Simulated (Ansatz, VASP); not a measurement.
## One calculation of Be2C, two programs

```
C Be
1.0
     0.00000    2.16049    2.16049
     2.16049    0.00000    2.16049
     2.16049    2.16049    0.00000
C Be
1 2
Direct
  0.00000 0.00000 0.00000
  0.25000 0.25000 0.25000
  0.75000 0.75000 0.75000
```

Alike in both runs: task single point; functional r2SCAN; k mesh 8 × 8 × 8; no spin polarisation.

|  | VASP | Ansatz |
| --- | --- | --- |
| version | VASP 6.6.1 | Ansatz 0.2.0 |
| potentials or method | VASP PAW PBE potentials, release 64 (C, Be) | plane waves, PAW |
| plane-wave cutoff (eV) | 660 | 500 |
| occupations | gaussian, width 0.01 eV | fixed |
| valence electrons in the cell | 8 | 8 |

```tsv
	VASP	Ansatz	Ansatz less VASP
gap on the k mesh at the Fermi level (eV)	1.53	1.53	+0.005
```

VASP's potentials were made for PBE, not for r2SCAN.
